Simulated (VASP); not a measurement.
# MgO (Fm-3m) in VASP: settings compared

Aim: see how the results for MgO move with the level of theory and the settings. Levels: HF, PBE, revPBE, PBE+D4, BLYP+D4. Tasks: single point.

Everything below comes from runs of VASP 6.6.1. Logs are shortened: lines on timing, memory, paths and dates and some standing lists are left out, and cuts for length are marked.

## Step 1: The cell of the first run

It takes space group Fm-3m (No. 225, cubic). Conventional cell: a = 4.194 Å, b = 4.194 Å, c = 4.194 Å, α = 90.00°, β = 90.00°, γ = 90.00°. Mg (site symmetry m-3m) has 6 O at 2.10 Å within 2.8 Å. Within 2.8 Å of O (site symmetry m-3m) lie 6 Mg at 2.10 Å.

## Step 2: Single point, HF

Contents of POSCAR:

```
MgO
1.0
    0.0000000000      2.0970013927      2.0970013927
    2.0970013927      0.0000000000      2.0970013927
    2.0970013927      2.0970013927      0.0000000000
Mg O
1 1
Direct
    0.0000000000      0.0000000000      0.0000000000
    0.5000000000      0.5000000000      0.5000000000
```

Contents of INCAR.step1:

```
SYSTEM = MgO
PREC = Accurate
ENCUT = 520
EDIFF = 1E-5
ISMEAR = -1
SIGMA = 0.05
LREAL = .FALSE.
LASPH = .TRUE.
NELM = 80
ALGO = Normal
ISIF = 2
LWAVE = .TRUE.
LCHARG = .FALSE.
GGA = PE
NBANDS = 11
```

Contents of INCAR.step2:

```
SYSTEM = MgO
PREC = Accurate
ENCUT = 520
EDIFF = 1E-7
ISMEAR = -1
SIGMA = 0.05
LREAL = .FALSE.
LASPH = .TRUE.
NELM = 80
ALGO = Normal
ISIF = 2
LWAVE = .FALSE.
LCHARG = .FALSE.
GGA = PE
LHFCALC = .TRUE.
AEXX = 1.0
ALDAC = 0.0
AGGAC = 0.0
PRECFOCK = Normal
ISTART = 1
NBANDS = 11
```

Contents of KPOINTS:

```
regular mesh
0
G
  6 6 6
  0 0 0
```

Potentials or basis: VASP PAW PBE potentials, release 64 (Mg, O).

Command:

```console
> cat potpaw_PBE.64/Mg/POTCAR potpaw_PBE.64/O/POTCAR > POTCAR
> cp INCAR.step1 INCAR
> mpirun -np 1 vasp_std > vasp.out
> cp INCAR.step2 INCAR
> mpirun -np 1 vasp_std > vasp.out
```

OUTCAR:

```text
SYSTEM = MgO
   PREC = Accurate
   ENCUT = 520
   EDIFF = 1E-7
   ISMEAR = -1
   LREAL = .FALSE.
   LASPH = .TRUE.
   NELM = 80
   ISIF = 2
   GGA = PE
   LHFCALC = .TRUE.
   AEXX = 1.0
   PRECFOCK = Normal
   ISTART = 1

 ion  position               nearest neighbor table
   1  0.000  0.000  0.000-   2 2.10   2 2.10   2 2.10   2 2.10   2 2.10   2 2.10
   2  0.500  0.500  0.500-   1 2.10   1 2.10   1 2.10   1 2.10   1 2.10   1 2.10

  LATTYP: Found a face centered cubic cell.
 ALAT       =     4.1940027854

  Lattice vectors:

 A1 = (   0.0000000000,   2.0970013927,   2.0970013927)
 A2 = (   2.0970013927,   0.0000000000,   2.0970013927)
 A3 = (   2.0970013927,   2.0970013927,   0.0000000000)

Analysis of symmetry for initial positions (statically):
=====================================================================
 Subroutine PRICEL returns:
 Original cell was already a primitive cell.

 Routine SETGRP: Setting up the symmetry group for a
 face centered cubic supercell.

 Subroutine GETGRP returns: Found 48 space group operations
 (whereof 48 operations were pure point group operations)
 out of a pool of 48 trial point group operations.

The static configuration has the point symmetry O_h .

Analysis of symmetry for dynamics (positions and initial velocities):
=====================================================================
 Subroutine PRICEL returns:
 Original cell was already a primitive cell.

 Routine SETGRP: Setting up the symmetry group for a
 face centered cubic supercell.

 Subroutine GETGRP returns: Found 48 space group operations
 (whereof 48 operations were pure point group operations)
 out of a pool of 48 trial point group operations.

The dynamic configuration has the point symmetry O_h .

 Subroutine INISYM returns: Found 48 space group operations
 (whereof 48 operations are pure point group operations),
 and found     1 'primitive' translations

----------------------------------------------------------------------------------------

                                     Primitive cell

  volume of cell :      18.4428

  direct lattice vectors                    reciprocal lattice vectors
     0.000000000  2.097001393  2.097001393    -0.238435702  0.238435702  0.238435702
     2.097001393  0.000000000  2.097001393     0.238435702 -0.238435702  0.238435702
[... 89 lines left out ...]
   EMIN   =  10.00;   EMAX   =-10.00  energy-range for DOS
   EFERMI =   0.00;   METHOD = LEGACY
   ISMEAR =    -1;   SIGMA  =   0.05  broadening in eV -4-tet -1-fermi 0-gaus
   EFERMI_NEDOS =   21; number of points for ismear=-14 and -15
   IALGO  =     38    algorithm
   IMIX   =      1    mixing-type and parameters
     AMIX     =   0.40;   BMIX     =  1.00
     AMIX_MAG =   1.60;   BMIX_MAG =  1.00
  volume/ion in A,a.u.               =       9.22        62.23
  Fermi-wavevector in a.u.,A,eV,Ry     =   1.239261  2.341864 20.895389  1.535768
  Thomas-Fermi vector in A             =   2.373752
   LORBIT       =      0    0 simple, 1 ext, 2 COOP (PROOUT), +10 PAW based schemes
   GGA     = PE    functional components
   LHFCALC =     T    Hartree Fock is set to
   PRECFOCK=normal    Normal, Fast or Accurate (Low or Medium for compatibility)
   ENCUT4O =  -1.0   cutoff for four orbital integrals eV
   NKREDX  =     1    reduce k-point grid by
   NKREDY  =     1    reduce k-point grid by
   NKREDZ  =     1    reduce k-point grid by
   AEXX    =    1.0000 exact exchange contribution
   HFSCREEN=    0.0000 screening length (either q_TF or 0.3 A-1)
   HFSCREENC=   0.0000 screening length for correlation (either q_TF or 0.3 A-1)
   ENCUTFOCK=  -1.0 apply spherical cutoff to Coloumb kernel
   IVDW    =     0    specifies the selected vdW correction
   LEPSILON=     F    determine dielectric tensor
   LRPA    =     F    only Hartree local field effects (RPA)
 non-spin polarized calculation
  energy-cutoff  :      520.00
  volume of cell :       18.44
 maximum number of plane-waves:       531
 NGX is ok and might be reduce to    24
  NGX = 18; NGY = 18; NGZ = 18

 number of electron       8.0000004 magnetization

 Free energy of the ion-electron system (eV)
  ---------------------------------------------------
  ext. energy  EPLUGINS =         0.00000000
  ---------------------------------------------------
  free energy    TOTEN  =       -21.70886573 eV

  energy without entropy =      -21.70886573  energy(sigma->0) =      -21.70886573

 E-fermi :  -1.0723     XC(G=0):   0.0000

 val. band max:       -2.1835779930   @ k =   0.0000   0.0000   0.0000
 cond. band min:      13.4950214647   @ k =   0.0000   0.0000   0.0000
 fundamental gap:     15.6785994577
 Fermi energy:        -1.0723400318

 k-point     1 :       0.0000    0.0000    0.0000
  band No.  band energies     occupation
      1     -25.5208      2.00000
      2      -2.1836      2.00000
      3      -2.1836      2.00000
      4      -2.1836      2.00000
      5      13.4950      0.00000
      6      25.2016      0.00000
      7      25.2016      0.00000
      8      25.2016      0.00000
      9      29.3894      0.00000
     10      31.5357      0.00000
     11      31.5357      0.00000
[... 197 lines left out ...]
 k-point    16 :      -0.3333    0.5000    0.1667
  band No.  band energies     occupation
      1     -23.6227      2.00000
      2      -6.6282      2.00000
      3      -4.9952      2.00000
      4      -4.2945      2.00000
      5      19.6401      0.00000
      6      20.8768      0.00000
      7      22.6347      0.00000
      8      26.8258      0.00000
      9      31.1052      0.00000
     10      35.1991      0.00000
     11      37.2113      0.00000

------------------------ aborting loop because EDIFF is reached ----------------------------------------

  FORCE on cell =-STRESS in cart. coord.  units (eV):
  Direction    XX          YY          ZZ          XY          YZ          ZX
  --------------------------------------------------------------------------------------
  -------------------------------------------------------------------------------------
  Total       -0.0464488     -0.0464488     -0.0464488     -0.0000000      0.0000000      0.0000000
  in kB       -4.0351388     -4.0351388     -4.0351388     -0.0000000      0.0000000      0.0000000
  external PRESSURE =      -4.0351388 kB  Pullay stress =       0.0000000 kB

 VOLUME and BASIS-vectors are now :
 -----------------------------------------------------------------------------
  energy-cutoff  :      520.00
  volume of cell :       18.44
      direct lattice vectors                 reciprocal lattice vectors
     0.000000000  2.097001393  2.097001393    -0.238435702  0.238435702  0.238435702
     2.097001393  0.000000000  2.097001393     0.238435702 -0.238435702  0.238435702
     2.097001393  2.097001393  0.000000000     0.238435702  0.238435702 -0.238435702

 POSITION                                       TOTAL-FORCE (eV/Angst)
 -----------------------------------------------------------------------------------
      0.00000      0.00000      0.00000         0.000000     -0.000000      0.000000
      2.09700      2.09700      2.09700        -0.000000      0.000000      0.000000
 -----------------------------------------------------------------------------------
    total drift:                                0.000000      0.000000     -0.000000

  FREE ENERGIE OF THE ION-ELECTRON SYSTEM (eV)
  ---------------------------------------------------
  free  energy   TOTEN  =       -21.7088657315 eV

  energy  without entropy=      -21.7088657315  energy(sigma->0) =      -21.70886573
```

OSZICAR.step1:

```text
N       E                     dE             d eps       ncg     rms          rms(c)
DAV:   1     0.117683191543E+02    0.11768E+02   -0.46892E+03   416   0.654E+02
DAV:   2    -0.129732768446E+02   -0.24742E+02   -0.24309E+02   409   0.128E+02
DAV:   3    -0.134593346498E+02   -0.48606E+00   -0.48572E+00   406   0.153E+01
DAV:   4    -0.134606336269E+02   -0.12990E-02   -0.12988E-02   391   0.869E-01
DAV:   5    -0.134606377244E+02   -0.40976E-05   -0.40976E-05   406   0.496E-02    0.723E+00
DAV:   6    -0.119129286572E+02    0.15477E+01   -0.86946E+00   367   0.163E+01    0.219E+00
DAV:   7    -0.119026407360E+02    0.10288E-01   -0.58454E-02   370   0.209E+00    0.134E+00
DAV:   8    -0.118977253845E+02    0.49154E-02   -0.27441E-02   373   0.186E+00    0.242E-01
DAV:   9    -0.118972957916E+02    0.42959E-03   -0.73603E-04   394   0.184E-01    0.130E-01
DAV:  10    -0.118972878734E+02    0.79181E-05   -0.56983E-04   379   0.172E-01    0.114E-02
DAV:  11    -0.118972898980E+02   -0.20246E-05   -0.31104E-06   224   0.154E-02
   1 F= -.11897290E+02 E0= -.11897290E+02  d E =-.292144E-10
```

It took 8.8 min on 1 thread of Intel Xeon Platinum 8488C (Sapphire Rapids), shared host; peak memory 0.15 GiB.

Results:

| Item | Value |
| --- | --- |
| Free energy | -21.7089 eV |
| Pressure | -0.4 GPa |
| Band gap on the k mesh | 15.68 eV, direct |

Caveat: the k points lie up to 0.43 Å⁻¹ apart; the PAW data sets were made with another functional, which shifts forces and pressure a little.

## Step 3: Single point, PBE

Contents of INCAR:

```
SYSTEM = MgO
ALGO = Normal ; EDIFF = 1E-7
ENCUT = 520 ; GGA = PE
ISIF = 2 ; ISMEAR = -1
LASPH = .True. ; LCHARG = .False.
LREAL = .False. ; LWAVE = .False.
NBANDS = 11 ; NELM = 60
PREC = Accurate ; SIGMA = 0.02
```

Contents of KPOINTS:

```
k-points
0
Gamma
  7 7 7
  0 0 0
```

POSCAR is that of step 2.

Potentials or basis: VASP PAW PBE potentials, release 64 (Mg, O).

Command:

```console
> cat potpaw_PBE.64/Mg/POTCAR potpaw_PBE.64/O/POTCAR > POTCAR
> mpirun -np 1 vasp_std > vasp.out
```

It took 3.3 s on 1 thread of Intel Xeon Platinum 8488C (Sapphire Rapids), shared host; peak memory 0.13 GiB.

The run converged. Its results:

```yaml
Free_energy: -11.8976 eV
Pressure: 6.2 GPa
Band_gap_on_the_k_mesh: 4.85 eV, direct
```

Levels at points of the mesh, in eV from the valence-band top:
```tsv
k point	band 1	band 2	band 3	band 4	band 5	band 6	band 7	band 8	band 9
(0.00, 0.00, 0.00)	-17.33	0.00	0.00	0.00	4.85	15.87	15.87	15.87	19.82
```

(Part 1 of 2 ends here.)
